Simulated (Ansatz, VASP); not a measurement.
Two plane-wave programs on TeMo3

File INCAR:

```
ALGO = Normal
EDIFF = 1E-6
ENCUT = 500
GGA = PE
GGA_COMPAT = False
ISIF = 2
ISMEAR = 0
LASPH = True
LCHARG = False
LREAL = False
LWAVE = False
NBANDS = 32
NELM = 120
PREC = Accurate
SIGMA = 0.1
```

The input KPOINTS:

```
k-points
0
Gamma
  4 4 4
```

POSCAR

```
TeMo3
1.0
    4.2233228596      0.0000000000      0.0000000000
    0.0000000000      4.2233228596      0.0000000000
    0.0000000000      0.0000000000      4.2233228596
Te Mo
1 3
Direct
    0.0000000000      0.0000000000      0.0000000000
    0.0000000000      0.5000000000      0.5000000000
    0.5000000000      0.0000000000      0.5000000000
    0.5000000000      0.5000000000      0.0000000000
```

Input for Ansatz:

```yaml
crystal:
  lattice:
    - [4.2233228596, 0.0, 0.0]
    - [0.0, 4.2233228596, 0.0]
    - [0.0, 0.0, 4.2233228596]
  atoms:
    - { symbol: Te, position: [0.0, 0.0, 0.0] }
    - { symbol: Mo, position: [0.0, 0.5, 0.5] }
    - { symbol: Mo, position: [0.5, 0.0, 0.5] }
    - { symbol: Mo, position: [0.5, 0.5, 0.0] }
basis:
  ecutwfc: 420
kpoints:
  mp_grid: { grid: [4, 4, 4] }
hamiltonian:
  xc: pbe
scf:
  occupations: { method: gaussian, width: 0.1 }
  lower_state_search: "off"
output:
  forces: true
  stress: true
  eigenvalues: true
```

Alike in both runs: task single point; functional PBE; k mesh 4 × 4 × 4; occupations gaussian, width 0.1 eV; no spin polarisation.

```csv
,VASP,Ansatz
version,VASP 6.6.1,Ansatz 0.2.0
potentials or method,"VASP PAW PBE potentials, release 64 (Te, Mo_sv), cutoff 500 eV","scalar-relativistic, plane waves, PAW"
valence electrons in the cell,48,58
```

VASP gave:

* gap on the k mesh at the Fermi level (eV): none
* pressure (GPa): -15.4

**Question.** Estimate Ansatz's values.

**Answer.** gap on the k mesh at the Fermi level (eV): none; pressure (GPa): -15.5.

A gap of «none» marks a metal or a gap that the smearing closes. VASP's potentials hold 48 valence electrons a cell and Ansatz's 58, so a difference there can come from the potentials and not from the codes.

The k mesh is coarse, so the values compare programs but aren't converged. Spin-orbit coupling is off throughout.
